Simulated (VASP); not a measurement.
A run of VASP 6.6.1:

Contents of POSCAR:

```
BaTiO3
1.0
    3.9940805748      0.0000000000      0.0000000000
    0.0000000000      3.9940805748      0.0000000000
    0.0000000000      0.0000000000      7.9881146573
Ba Ti O
2 2 6
Direct
    0.0000000000      0.0000000000      0.0000000000
    0.0000000000      0.0000000000      0.5000000000
    0.5000000000      0.5000000000      0.2500000000
    0.5000000000      0.5000000000      0.7500000000
    0.5000000000      0.5000000000      0.0000000000
    0.5000000000      0.5000000000      0.5000000000
    0.5000000000      0.0000000000      0.2500000000
    0.5000000000      0.0000000000      0.7500000000
    0.0000000000      0.5000000000      0.2500000000
    0.0000000000      0.5000000000      0.7500000000
```

INCAR.step1

```
SYSTEM = BaTiO3
ALGO     = Normal         ! electronic algorithm
EDIFF    = 1E-5           ! SCF threshold, eV
ENCUT    = 660            ! plane-wave cutoff, eV
GGA      = PE             ! functional
GGA_COMPAT= .False.      
ISMEAR   = -1             ! smearing method
LASPH    = .True.         ! aspherical terms in the spheres
LCHARG   = .False.        ! write CHGCAR
LREAL    = .False.        ! projectors in reciprocal space
LWAVE    = .True.         ! write WAVECAR
NBANDS   = 51             ! bands
NELM     = 120            ! most SCF steps
PREC     = Accurate       ! precision mode
SIGMA    = 0.1            ! smearing width, eV
```

The input INCAR.step2:

```
SYSTEM = BaTiO3
ALGO     = Normal         ! electronic algorithm
EDIFF    = 1E-6           ! SCF threshold, eV
ENCUT    = 660            ! plane-wave cutoff, eV
GGA_COMPAT= .False.      
ISIF     = 2              ! what is computed and relaxed
ISMEAR   = -1             ! smearing method
ISTART   = 1            
LASPH    = .True.         ! aspherical terms in the spheres
LCHARG   = .True.         ! write CHGCAR
LELF     = .True.         ! ELF
LMIXTAU  = .True.       
LREAL    = .False.        ! projectors in reciprocal space
LVHAR    = .True.       
LWAVE    = .False.        ! write WAVECAR
METAGGA  = R2SCAN         ! meta-GGA
NBANDS   = 51             ! bands
NELM     = 120            ! most SCF steps
PREC     = Accurate       ! precision mode
SIGMA    = 0.1            ! smearing width, eV
```

Contents of KPOINTS:

```
k-points
0
Gamma
  6 6 4
  0 0 0
```

Potentials or basis: VASP PAW PBE potentials, release 64 (Ba_sv, Ti_sv, O).

Command:

```sh
$ cat potpaw_PBE.64/Ba_sv/POTCAR potpaw_PBE.64/Ti_sv/POTCAR potpaw_PBE.64/O/POTCAR > POTCAR
$ cp INCAR.step1 INCAR
$ mpirun -np 1 vasp_std > vasp.out
$ cp INCAR.step2 INCAR
$ mpirun -np 1 vasp_std > vasp.out
```

Hardware: 1 thread of Intel Xeon 8259CL, on a shared host.

Estimate the wall time of this run.

It took 30 min on 1 thread of Intel Xeon 8259CL (shared host), peak memory 0.48 GiB. Counts: k points 30.
